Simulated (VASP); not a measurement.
Here is a VASP 6.6.1 calculation.

INCAR

```
SYSTEM = C
PREC = Accurate
ENCUT = 520
EDIFF = 1E-7
ISMEAR = -1
SIGMA = 0.05
LREAL = .FALSE.
LASPH = .TRUE.
NELM = 100
ALGO = Normal
ISIF = 2
LWAVE = .FALSE.
LCHARG = .FALSE.
GGA = PE
NBANDS = 11
```

File KPOINTS:

```
regular mesh
0
G
  26 26 14
  0 0 0
```

Contents of POSCAR:

```
C
1.0
    1.5110011300      0.0000000000      0.0000000000
   -0.7555005650      1.3085653637      0.0000000000
    0.0000000000      0.0000000000      3.6527647471
C
2
Direct
    0.3333333333      0.6666666667      0.2500000000
    0.6666666667      0.3333333333      0.7500000000
```

Potentials or basis: VASP PAW PBE potentials, release 64 (C).

The run is started by

```sh
$ cat potpaw_PBE.64/C/POTCAR > POTCAR
$ mpirun -np 1 vasp_std > vasp.out
```

Q: What does it give for the pressure?

A: 381.3 GPa.

Q: What does it give for the band gap on the k mesh?

A: Zero (band 4 reaches 24.62 eV, above the bottom of band 5 at 16.91 eV).
